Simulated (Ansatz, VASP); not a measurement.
**One calculation of SnAs, two programs**

```xyz
2
Lattice="0.0000 2.8349 2.8349 2.8349 0.0000 2.8349 2.8349 2.8349 0.0000" Properties=species:S:1:pos:R:3 pbc="T T T"
Sn    0.0000    0.0000    0.0000
As    2.8349    2.8349    2.8349
```

Alike in both runs: functional LDA; k mesh 28 × 28 × 28; occupations gaussian, width 0.1 eV; no spin polarisation.

Ansatz relaxed the structure, and its values are those at the end. VASP's run is a single point on that final structure, the one shown.

|  | VASP | Ansatz |
| --- | --- | --- |
| version | VASP 6.6.1 | Ansatz 0.2.0 |
| potentials or method | VASP PAW LDA potentials, release 64 (Sn_d, As) | scalar-relativistic, plane waves, PAW |
| plane-wave cutoff (eV) | 520 | 420 |
| valence electrons in the cell | 19 | 29 |

```tsv
	VASP	Ansatz	Ansatz less VASP
gap on the k mesh at the Fermi level (eV)	none	none	-
pressure (GPa)	0.2	0.0	-0.17
```

LDA's correlation is that of Perdew and Zunger in VASP and of Perdew and Wang (1992) in Ansatz. A gap of «none» marks a metal or a gap that the smearing closes. VASP's potentials hold 19 valence electrons a cell and Ansatz's 29, so a difference there can come from the potentials and not from the codes.
